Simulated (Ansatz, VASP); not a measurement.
## One calculation of KI, two programs

File POSCAR:

```
KI
1.0
    0.0000000000      3.5445661589      3.5445661589
    3.5445661589      0.0000000000      3.5445661589
    3.5445661589      3.5445661589      0.0000000000
K I
1 1
Direct
    0.0000000000      0.0000000000      0.0000000000
    0.5000000000      0.5000000000      0.5000000000
```

File INCAR.step1:

```
SYSTEM = KI
ALGO = Normal
EDIFF = 1E-5
ENCUT = 520
GGA = PE
ISIF = 2
ISMEAR = 0
LASPH = .TRUE.
LCHARG = .FALSE.
LREAL = .FALSE.
LWAVE = .TRUE.
NBANDS = 15
NELM = 100
PREC = Accurate
SIGMA = 0.01
```

The input INCAR.step2:

```
SYSTEM = KI
AEXX = 1.0
AGGAC = 0.0
ALDAC = 0.0
ALGO = Normal
EDIFF = 1E-7
ENCUT = 520
GGA = PE
ISIF = 2
ISMEAR = 0
ISTART = 1
LASPH = .TRUE.
LCHARG = .FALSE.
LHFCALC = .TRUE.
LREAL = .FALSE.
LWAVE = .FALSE.
NBANDS = 15
NELM = 100
PREC = Accurate
PRECFOCK = Normal
SIGMA = 0.01
```

File KPOINTS:

```
k-points
0
G
  4 4 4
  0 0 0
```

Input for Ansatz:

```yaml
crystal:
  lattice:
    - [0.0, 3.5445661589, 3.5445661589]
    - [3.5445661589, 0.0, 3.5445661589]
    - [3.5445661589, 3.5445661589, 0.0]
  atoms:
    - { symbol: K, position: [0.0, 0.0, 0.0] }
    - { symbol: I, position: [0.5, 0.5, 0.5] }
kpoints:
  mp_grid: { grid: [4, 4, 4] }
  band_path:
    path:
      - [0.0, 0.0, 0.0]
      - [0.5, 0.0, 0.5]
      - [0.625, 0.25, 0.625]
      - [0.375, 0.375, 0.75]
      - [0.5, 0.5, 0.5]
      - [0.5, 0.25, 0.75]
    npoints: 1
hamiltonian:
  xc: hf
scf:
  occupations: { method: fixed }
  n_extra_bands: 4
output:
  forces: true
  stress: true
  eigenvalues: true
```

Alike in both runs: task single point; functional HF; k mesh 4 × 4 × 4; no spin polarisation.

|  | VASP | Ansatz |
| --- | --- | --- |
| version | VASP 6.6.1 | Ansatz 0.2.0 |
| potentials or method | VASP PAW PBE potentials, release 64 (K_sv, I) | plane waves, PAW |
| plane-wave cutoff (eV) | 520 | 420 |
| occupations | gaussian, width 0.01 eV | fixed |
| valence electrons in the cell | 16 | 26 |

|  | VASP | Ansatz | Ansatz less VASP |
| --- | --- | --- | --- |
| gap on the k mesh at the Fermi level (eV) | 10.92 | 10.86 | -0.062 |
| pressure (GPa) | 1.6 | 1.9 | +0.22 |

VASP's potentials were made for PBE, not for HF. VASP's potentials hold 16 valence electrons a cell and Ansatz's 26, so a difference there can come from the potentials and not from the codes. Ansatz's warnings: stress exchange threshold loose, stress scf threshold loose.

Neither program's run includes spin-orbit coupling.
